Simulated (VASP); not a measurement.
A run of VASP 6.6.1:

Contents of INCAR:

```
SYSTEM = ScSiS4
ALGO = Normal
EDIFF = 1E-6
ENCUT = 520
GGA = PE
ISIF = 2
ISMEAR = 0
LASPH = .True.
LCHARG = .False.
LREAL = .False.
LWAVE = .False.
NBANDS = 28
NELM = 60
PREC = Accurate
SIGMA = 0.1
```

File KPOINTS:

```
k-points
0
Gamma
  4 4 4
  0 0 0
```

Contents of POSCAR:

```
ScSiS4
1.0
    0.0000000000      3.7581848193      3.7581848193
    3.7581848193      0.0000000000      3.7581848193
    3.7581848193      3.7581848193      0.0000000000
Sc Si S
1 1 4
Direct
    0.0000000000      0.0000000000      0.0000000000
    0.2500000000      0.2500000000      0.2500000000
    0.6256729731      0.6256729731      0.6256729731
    0.1229810807      0.6256729731      0.6256729731
    0.6256729731      0.1229810807      0.6256729731
    0.6256729731      0.6256729731      0.1229810807
```

Potentials or basis: VASP PAW PBE potentials, release 64 (Sc_sv, Si, S).

Command:

```sh
$ cat potpaw_PBE.64/Sc_sv/POTCAR potpaw_PBE.64/Si/POTCAR potpaw_PBE.64/S/POTCAR > POTCAR
$ mpirun -np 1 vasp_std > vasp.out
```

Hardware: 1 thread of Intel Xeon 8259CL, on a shared host.

Task: How long does it take, and how much memory?

Result: Wall time 59 s on 1 thread of Intel Xeon 8259CL, on a shared host, peak memory 0.24 GiB. Counts: scf iterations 15, k points 8.
